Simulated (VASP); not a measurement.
# V (Im-3m) in VASP: notebook

Runs on V. Level: PBE. Tasks: relaxation of cell and atoms, single point.

Everything below comes from runs of VASP 6.6.1. Logs are shortened: lines on timing, memory, paths and dates and some standing lists are left out, and cuts for length are marked.

## (1) The cell of the first run

It takes space group Im-3m (No. 229, cubic). The conventional cell has a = 2.537 Å, b = 2.537 Å, c = 2.537 Å, α = 90.00°, β = 90.00°, γ = 90.00°. Within 2.9 Å of V (site symmetry m-3m) lie 14 V at 2.20 to 2.54 Å.

## (2) Relaxation of cell and atoms, PBE, target pressure 220 GPa, at which the enthalpy is minimised

INCAR reads:

```
PREC = Accurate
ENCUT = 600
EDIFF = 1E-6
ISMEAR = -1
SIGMA = 0.05
LREAL = F
LASPH = T
NELM = 60
ALGO = Normal
ISIF = 3
LWAVE = F
LCHARG = F
GGA = PE
IBRION = 2
NSW = 32
EDIFFG = -0.005
PSTRESS = 2200.0
```

KPOINTS reads:

```
regular mesh
0
Gamma
  21 21 21
```

POSCAR reads:

```
V
1.0
   -1.2687039407      1.2687039407      1.2687039407
    1.2687039407     -1.2687039407      1.2687039407
    1.2687039407      1.2687039407     -1.2687039407
V
1
Direct
    0.0000000000      0.0000000000      0.0000000000
```

Potentials or basis: VASP PAW PBE potentials, release 64 (V_sv).

Launch:

```console
cat potpaw_PBE.64/V_sv/POTCAR > POTCAR
mpirun -np 1 vasp_std > vasp.out
```

OUTCAR:

```text
PREC = Accurate
   ENCUT = 600
   EDIFF = 1E-6
   ISMEAR = -1
   LREAL = F
   LASPH = T
   NELM = 60
   ISIF = 3
   GGA = PE
   IBRION = 2
   NSW = 32
   EDIFFG = -0.005
   PSTRESS = 2200.0

 ion  position               nearest neighbor table
   1  0.000  0.000  0.000-

  LATTYP: Found a body centered cubic cell.
 ALAT       =     2.5374078814

  Lattice vectors:

 A1 = (  -1.2687039407,   1.2687039407,   1.2687039407)
 A2 = (   1.2687039407,  -1.2687039407,   1.2687039407)
 A3 = (   1.2687039407,   1.2687039407,  -1.2687039407)

Analysis of symmetry for initial positions (statically):
=====================================================================
 Subroutine PRICEL returns:
 Original cell was already a primitive cell.

 Routine SETGRP: Setting up the symmetry group for a
 body centered cubic supercell.

 Subroutine GETGRP returns: Found 48 space group operations
 (whereof 48 operations were pure point group operations)
 out of a pool of 48 trial point group operations.

The static configuration has the point symmetry O_h .

Analysis of symmetry for dynamics (positions and initial velocities):
=====================================================================
 Subroutine PRICEL returns:
 Original cell was already a primitive cell.

 Routine SETGRP: Setting up the symmetry group for a
 body centered cubic supercell.

 Subroutine GETGRP returns: Found 48 space group operations
 (whereof 48 operations were pure point group operations)
 out of a pool of 48 trial point group operations.

The dynamic configuration has the point symmetry O_h .

 Subroutine INISYM returns: Found 48 space group operations
 (whereof 48 operations are pure point group operations),
 and found     1 'primitive' translations

----------------------------------------------------------------------------------------

                                     Primitive cell

  volume of cell :       8.1685

  direct lattice vectors                    reciprocal lattice vectors
    -1.268703941  1.268703941  1.268703941     0.000000000  0.394102977  0.394102977
     1.268703941 -1.268703941  1.268703941     0.394102977  0.000000000  0.394102977
     1.268703941  1.268703941 -1.268703941     0.394102977  0.394102977  0.000000000

  length of vectors
     2.197459685  2.197459685  2.197459685     0.557345775  0.557345775  0.557345775

  position of ions in fractional coordinates (direct lattice)
     0.000000000  0.000000000  0.000000000

  ion indices of the primitive-cell ions
   primitive index   ion index
                 1           1

----------------------------------------------------------------------------------------

 KPOINTS: regular mesh

Automatic generation of k-mesh.
 Grid dimensions read from file:
 generate k-points for:   21   21   21

 Generating k-lattice:

  Cartesian coordinates                     Fractional coordinates (reciprocal lattice)
     0.000000000  0.018766808  0.018766808     0.047619048  0.000000000  0.000000000
     0.018766808  0.000000000  0.018766808     0.000000000  0.047619048  0.000000000
     0.018766808  0.018766808  0.000000000     0.000000000  0.000000000  0.047619048

  Length of vectors
     0.026540275  0.026540275  0.026540275

  Shift w.r.t. Gamma in fractional coordinates (k-lattice)
     0.000000000  0.000000000  0.000000000

 Subroutine IBZKPT returns following result:
 ===========================================

 Found    286 irreducible k-points:

 Following reciprocal coordinates:
            Coordinates               Weight
  0.000000  0.000000  0.000000      1.000000
  0.047619  0.000000  0.000000     12.000000
  0.095238  0.000000  0.000000     12.000000
  0.142857  0.000000  0.000000     12.000000
  0.190476  0.000000  0.000000     12.000000
  0.238095  0.000000  0.000000     12.000000
[... 16 lines left out ...]
  0.142857  0.095238  0.000000     48.000000
  0.190476  0.095238  0.000000     48.000000
 [... further k-points ...]
   k-points           NKPTS =    286   k-points in BZ     NKDIM =    286   number of bands    NBANDS=     10
   number of dos      NEDOS =    301   number of ions     NIONS =      1
   total plane-waves  NPLWV =   5832
   dimension x,y,z NGX =    18 NGY =   18 NGZ =   18
   dimension x,y,z NGXF=    36 NGYF=   36 NGZF=   36
   ions per type =               1
   NGX,Y,Z   is equivalent  to a cutoff of  13.62, 13.62, 13.62 a.u.
   NGXF,Y,Z  is equivalent  to a cutoff of  27.24, 27.24, 27.24 a.u.
 SYSTEM =  unknown system
   PREC   = accura    normal or accurate (medium, high low for compatibility)
   ISTART =      0    job   : 0-new  1-cont  2-samecut
   ICHARG =      2    charge: 1-file 2-atom 10-const
   ISPIN  =      1    spin polarized calculation?
   LNONCOLLINEAR =      F non collinear calculations
   LSORBIT =      F    spin-orbit coupling
   LASPH  =      T    aspherical Exc in radial PAW
   ENCUT  =  600.0 eV  44.10 Ry    6.64 a.u.   4.39  4.39  4.39*2*pi/ulx,y,z
   NELM   =     60;   NELMIN=  2; NELMDL= -5     # of ELM steps
   EDIFF  = 0.1E-05   stopping-criterion for ELM
   LREAL  =      F    real-space projection
   EDIFFG = -.5E-02   stopping-criterion for IOM
   NSW    =     32    number of steps for IOM
   IBRION =      2    ionic relax: 0-MD 1-quasi-New 2-CG
   NFREE  =      1    steps in history (QN), initial steepest desc. (CG)
   ISIF   =      3    stress and relaxation
   ISYM   =      2    0-nonsym 1-usesym 2-fastsym
   POTIM  = 0.5000    time-step for ionic-motion
   TEBEG  =    0.0;   TEEND  =   0.0 temperature during run
   PSTRESS= 2200.0 pullay stress
   NELECT =      13.0000    total number of electrons
   NUPDOWN=      -1.0000    fix difference up-down
   EMIN   =  10.00;   EMAX   =-10.00  energy-range for DOS
   EFERMI =   0.00;   METHOD = LEGACY
   ISMEAR =    -1;   SIGMA  =   0.05  broadening in eV -4-tet -1-fermi 0-gaus
   EFERMI_NEDOS =   21; number of points for ismear=-14 and -15
   IALGO  =     38    algorithm
   IMIX   =      4    mixing-type and parameters
     AMIX     =   0.40;   BMIX     =  1.00
     AMIX_MAG =   1.60;   BMIX_MAG =  1.00
  volume/ion in A,a.u.               =       8.17        55.12
  Fermi-wavevector in a.u.,A,eV,Ry     =   1.911359  3.611945 49.706086  3.653294
  Thomas-Fermi vector in A             =   2.947984
   LORBIT       =      0    0 simple, 1 ext, 2 COOP (PROOUT), +10 PAW based schemes
   GGA     = PE    functional components
   LHFCALC =     F    Hartree Fock is set to
   AEXX    =    0.0000 exact exchange contribution
   IVDW    =     0    specifies the selected vdW correction
   LEPSILON=     F    determine dielectric tensor
   LRPA    =     F    only Hartree local field effects (RPA)
 conjugate gradient relaxation of ions
 non-spin polarized calculation
  energy-cutoff  :      600.00
  volume of cell :        8.17
 maximum number of plane-waves:       281
 NGX is ok and might be reduce to    18
   NGX =  9   NGY =  9   NGZ =  9

--------------------------------------- Ionic step        1  -------------------------------------------

 number of electron      12.9999999 magnetization

 Free energy of the ion-electron system (eV)
  ---------------------------------------------------
  ext. energy  EPLUGINS =         0.00000000
  ---------------------------------------------------
  free energy    TOTEN  =        -6.44564025 eV

  energy without entropy =       -6.43552637  energy(sigma->0) =       -6.44058331

------------------------ aborting loop because EDIFF is reached ----------------------------------------

  FORCE on cell =-STRESS in cart. coord.  units (eV):
  Direction    XX          YY          ZZ          XY          YZ          ZX
  --------------------------------------------------------------------------------------
  -------------------------------------------------------------------------------------
  Total       11.4865290     11.4865290     11.4865290     -0.0000000      0.0000000     -0.0000000
  in kB     2252.9862417   2252.9862417   2252.9862417     -0.0000000      0.0000000     -0.0000000
  external PRESSURE =      52.9862417 kB  Pullay stress =    2200.0000000 kB

 VOLUME and BASIS-vectors are now :
 -----------------------------------------------------------------------------
  energy-cutoff  :      600.00
  volume of cell :        8.17
      direct lattice vectors                 reciprocal lattice vectors
    -1.268703941  1.268703941  1.268703941     0.000000000  0.394102977  0.394102977
     1.268703941 -1.268703941  1.268703941     0.394102977  0.000000000  0.394102977
     1.268703941  1.268703941 -1.268703941     0.394102977  0.394102977  0.000000000
[... 44 lines left out ...]
  FREE ENERGIE OF THE ION-ELECTRON SYSTEM (eV)
  ---------------------------------------------------
  free  energy   TOTEN  =        -6.8693218009 eV

  energy  without entropy=       -6.8590304794  energy(sigma->0) =       -6.86417614

  enthalpy is  TOTEN    =         4.7913338486 eV   P V=       11.6606556496

--------------------------------------- Ionic step        3  -------------------------------------------

 number of electron      12.9999997 magnetization

 Free energy of the ion-electron system (eV)
  ---------------------------------------------------
  ext. energy  EPLUGINS =         0.00000000
  ---------------------------------------------------
  free energy    TOTEN  =        -6.52166683 eV

  energy without entropy =       -6.51147268  energy(sigma->0) =       -6.51656975

 E-fermi :  17.4271     XC(G=0): -15.8274

 val. band max:       17.4103413547   @ k =  -0.2857   0.3810   0.1429
 cond. band min:      17.4279440077   @ k =  -0.3810   0.4286   0.1905
 fundamental gap:      0.0176026530
 Fermi energy:        17.4270901388

 k-point     1 :       0.0000    0.0000    0.0000
  band No.  band energies     occupation
      1     -46.5764      2.00000
      2     -17.9974      2.00000
      3     -17.9974      2.00000
      4     -17.9974      2.00000
      5      10.7493      2.00000
      6      17.5511      0.15445
      7      17.5511      0.15445
      8      17.5511      0.15444
      9      21.1673      0.00000
     10      21.1673      0.00000

 k-point     2 :       0.0476    0.0000    0.0000
  band No.  band energies     occupation
      1     -46.5520      2.00000
      2     -18.0887      2.00000
      3     -18.0227      2.00000
      4     -17.9990      2.00000
      5      10.9013      2.00000
      6      17.4695      0.59940
      7      17.5368      0.20047
      8      17.6786      0.01298
      9      21.0575      0.00000
     10      21.1703      0.00000
[... 274 lines left out ...]
 k-point    24 :       0.1905    0.0952    0.0000
  band No.  band energies     occupation
      1     -45.9933      2.00000
      2     -19.9068      2.00000
      3     -18.5338      2.00000
      4     -18.1385      2.00000
      5      13.4608      2.00000
      6      16.0465      2.00000
      7      16.8307      1.99999
      8      20.2227      0.00000
      9      21.0797      0.00000
     10      21.7174      0.00000

 [... further k-points ...]

------------------------ aborting loop because EDIFF is reached ----------------------------------------

  FORCE on cell =-STRESS in cart. coord.  units (eV):
  Direction    XX          YY          ZZ          XY          YZ          ZX
  --------------------------------------------------------------------------------------
  -------------------------------------------------------------------------------------
  Total       11.2894446     11.2894446     11.2894446     -0.0000000      0.0000000      0.0000000
  in kB     2199.5950718   2199.5950718   2199.5950718     -0.0000000      0.0000000      0.0000000
  external PRESSURE =      -0.4049282 kB  Pullay stress =    2200.0000000 kB

 VOLUME and BASIS-vectors are now :
 -----------------------------------------------------------------------------
  energy-cutoff  :      600.00
  volume of cell :        8.22
      direct lattice vectors                 reciprocal lattice vectors
    -1.271530581  1.271530581  1.271530581     0.000000000  0.393226878  0.393226878
     1.271530581 -1.271530581  1.271530581     0.393226878  0.000000000  0.393226878
     1.271530581  1.271530581 -1.271530581     0.393226878  0.393226878  0.000000000

 POSITION                                       TOTAL-FORCE (eV/Angst)
 -----------------------------------------------------------------------------------
     -0.00000      0.00000      0.00000         0.000000      0.000000     -0.000000
 -----------------------------------------------------------------------------------
    total drift:                                0.000000      0.000000     -0.000000

  FREE ENERGIE OF THE ION-ELECTRON SYSTEM (eV)
  ---------------------------------------------------
  free  energy   TOTEN  =        -6.5216668259 eV

  energy  without entropy=       -6.5114726800  energy(sigma->0) =       -6.51656975

  enthalpy is  TOTEN    =         4.7698560452 eV   P V=       11.2915228712

 reached required accuracy - stopping structural energy minimisation
```

It took 39 s on 1 thread of Intel Xeon Platinum 8488C (Sapphire Rapids), shared host; peak memory 0.15 GiB.

What came out:

* Free energy: -6.5217 eV
* Relaxed volume: 8.22 Å³/atom
* Relaxed cell: a = 2.202 Å, b = 2.202 Å, c = 2.202 Å, α = 109.47°, β = 109.47°, γ = 109.47°
* Space group after relaxing (to 0.05 Å): Im-3m (No. 229)
* Energy change on relaxing (the enthalpy is what falls): -76.0 meV/atom
* Ionic steps: 3
* Pressure after relaxing: 220.0 GPa

The path:
| step | energy change (eV) | largest force (eV/Å) | pressure (GPa) | volume (Å³) |
| --- | --- | --- | --- | --- |
| 1 | 0.0000 | 0.0000 | 225.30 | 8.17 |
| 2 | -0.4237 | 0.0000 | 194.87 | 8.49 |
| 3 | -0.0760 | 0.0000 | 219.96 | 8.22 |

Final structure:
```
V
1.0
    -1.27153    1.27153    1.27153
     1.27153   -1.27153    1.27153
     1.27153    1.27153   -1.27153
V
1
Direct
  0.00000 0.00000 0.00000
```

Levels at points of the mesh, in eV from the Fermi level:
```
           k point  band 4  band 5  band 6  band 7  band 8  band 9
(0.00, 0.00, 0.00)  -35.42   -6.68    0.12    0.12    0.12    3.74
```

Caveat: the cell is relaxed towards a set pressure, so the enthalpy falls and the energy may rise.

[end of part 1 of 2]
